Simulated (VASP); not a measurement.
Set up this calculation in VASP 6.6.1, as the native input.

```yaml
Task: single point
Functional: PBE
Potentials_or_basis: VASP PAW PBE potentials, release 64 (Ta_pv, S, F)
Cutoff: 520 eV
k_mesh: 6 × 6 × 4
Occupations: gaussian, width 0.2 eV
Spin: no spin polarisation
Dipole_correction: no
Further_INCAR_settings: ALGO = Normal; EDIFF = 1e-06; NBANDS = 33
```

The structure of TaSF lies in POSCAR:

```
TaSF
1.0
   -3.4663537337      0.0000000000      0.0000000000
    0.0000000000      0.0000000000     -4.1682756330
    0.0000000000     -6.9327074674      0.0000000000
Ta S F
2 2 2
Direct
    0.5000000000      0.5000000000      0.7500000000
    0.5000000000      0.5000000000      0.2500000000
    0.0000000000      0.5000000000      0.0000000000
    0.0000000000      0.5000000000      0.5000000000
    0.5000000000      0.0000000000      0.7500000000
    0.5000000000      0.0000000000      0.2500000000
```

One way to write it, as run:

INCAR

```
SYSTEM = TaSF
PREC = Accurate
ENCUT = 520
EDIFF = 1E-6
ISMEAR = 0
SIGMA = 0.2
LREAL = .False.
LASPH = .True.
NELM = 100
ALGO = Normal
ISIF = 2
LWAVE = .False.
LCHARG = .False.
GGA = PE
NBANDS = 33
```

KPOINTS

```
regular mesh
0
Gamma
  6 6 4
  0 0 0
```

Potentials or basis: VASP PAW PBE potentials, release 64 (Ta_pv, S, F).

Command:

```console
$ cat potpaw_PBE.64/Ta_pv/POTCAR potpaw_PBE.64/S/POTCAR potpaw_PBE.64/F/POTCAR > POTCAR
$ mpirun -np 1 vasp_std > vasp.out
```

It gave:

```json
{
  "Pressure": "0.4 GPa",
  "Band gap on the k mesh": "zero (band 24 reaches 6.28 eV, above the bottom of band 25 at 5.08 eV)"
}
```

Caveat: spin-orbit coupling is left out, which moves the levels of the heavy elements.

It took 2.3 min on 1 thread of Intel(R) Xeon(R) Platinum 8375C CPU @ 2.90GHz (Ice Lake), with other jobs on the host, peak memory 0.29 GiB.
